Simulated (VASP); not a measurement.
Input of a VASP 6.6.1 run:

The input INCAR:

```
PREC = Accurate ; ENCUT = 520
EDIFF = 1E-8 ; ISMEAR = -1
SIGMA = 0.03 ; LREAL = F
LASPH = T ; NELM = 120
ALGO = Normal ; ISIF = 2
LWAVE = F ; LCHARG = F
GGA = PS ; LEFG = T
NBANDS = 11 ; GGA_COMPAT = F
```

Contents of KPOINTS:

```
Automatic mesh
0
Gamma
  11 11 11
```

File POSCAR:

```
BeTe
1.0
    0.0000000000      2.7700000000      2.7700000000
    2.7700000000      0.0000000000      2.7700000000
    2.7700000000      2.7700000000      0.0000000000
Be Te
1 1
Direct
    0.0000000000      0.0000000000      0.0000000000
    0.7500000000      0.7500000000      0.7500000000
```

Potentials or basis: VASP PAW PBE potentials, release 64 (Be, Te).

Command:

```console
$ cat potpaw_PBE.64/Be/POTCAR potpaw_PBE.64/Te/POTCAR > POTCAR
$ mpirun -np 1 vasp_std > vasp.out
```

Task: Estimate the pressure.

Result: 2.5 GPa.

Task: Estimate the band gap on the k mesh.

Result: 1.76 eV, indirect (least direct gap 3.55 eV).

Caveat: without QUAD_EFG the Cq values of the log hold for a quadrupole moment of 1 mb, not for the nuclei; the PAW data sets were made with another functional, which shifts forces and pressure a little; spin-orbit coupling is left out, which moves the levels of the heavy elements. A k mesh can miss the band edges.
